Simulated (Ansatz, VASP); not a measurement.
**One calculation of SiW6, two programs**

File INCAR:

```
SYSTEM = SiW6
PREC = Accurate ; ENCUT = 520
EDIFF = 1E-6 ; ISMEAR = 0
SIGMA = 0.1 ; LREAL = .FALSE.
LASPH = .TRUE. ; NELM = 100
ALGO = Normal ; ISIF = 2
LWAVE = .FALSE. ; LCHARG = .TRUE.
LDIPOL = .TRUE. ; IDIPOL = 3
DIPOL = 0.5 0.5 0.318 ; GGA = PE
IVDW = 12 ; LELF = .TRUE.
LVHAR = .TRUE. ; LVACPOTAV = .TRUE.
NBANDS = 53
```

The input KPOINTS:

```
Automatic mesh
0
G
  6 6 1
  0 0 0
```

POSCAR

```
SiW6
1.0
    4.4682526257      0.0000000000      0.0000000000
   -2.2341263128      3.8696202844      0.0000000000
    0.0000000000      0.0000000000     21.6259061357
W Si
6 1
Direct
    0.6666666667      0.3333333333      0.1849633479
    0.3333333333      0.6666666667      0.2271386095
    0.0000000000      0.0000000000      0.2693138710
    0.6666666667      0.3333333333      0.3085097946
    0.3333333333      0.6666666667      0.3483008428
    0.0000000000      0.0000000000      0.3849968683
    0.2222222222      0.4444444444      0.5005989607
```

Input for Ansatz:

```yaml
crystal:
  lattice:
    - [4.4682526257, 0.0, 0.0]
    - [-2.2341263128, 3.8696202844, 0.0]
    - [0.0, 0.0, 21.6259061357]
  atoms:
    - { symbol: W, position: [0.6666666667, 0.3333333333, 0.1849633479] }
    - { symbol: W, position: [0.3333333333, 0.6666666667, 0.2271386095] }
    - { symbol: W, position: [0.0, 0.0, 0.269313871] }
    - { symbol: W, position: [0.6666666667, 0.3333333333, 0.3085097946] }
    - { symbol: W, position: [0.3333333333, 0.6666666667, 0.3483008428] }
    - { symbol: W, position: [0.0, 0.0, 0.3849968683] }
    - { symbol: Si, position: [0.2222222222, 0.4444444444, 0.5005989607] }
basis:
  ecutwfc: 420
kpoints:
  mp_grid: { grid: [6, 6, 1] }
hamiltonian:
  xc: pbe
  pseudopotentials: { kind: paw, azcp: { folder: soft_1 } }
  dispersion: d3bj
scf:
  occupations: { method: gaussian, width: 0.1 }
output:
  forces: true
  eigenvalues: true
efield:
  axis: 3
  dipole_correction: true
  ramp_width: 0.04
```

Alike in both runs: task single point; functional PBE; dispersion D3(BJ); k mesh 6 × 6 × 1; occupations gaussian, width 0.1 eV; no spin polarisation.

|  | VASP | Ansatz |
| --- | --- | --- |
| version | VASP 6.6.1 | Ansatz 0.2.0 |
| potentials or method | VASP PAW PBE potentials, release 64 (W_sv, Si), cutoff 520 eV | scalar-relativistic, plane waves, PAW |
| valence electrons in the cell | 88 | 88 |

|  | VASP | Ansatz | Ansatz less VASP |
| --- | --- | --- | --- |
| gap on the k mesh at the Fermi level (eV) | none | none | - |
| rms of the force components (eV/Å) | 0.927 | 0.918 | -0.0090 |
| work function, face that differs most (eV) | 3.92 | 3.92 | -0.002 |

Atom by atom the forces differ by 0.022 eV/Å (rms over components). A gap of «none» marks a metal or a gap that the smearing closes.

Neither program's run includes spin-orbit coupling.
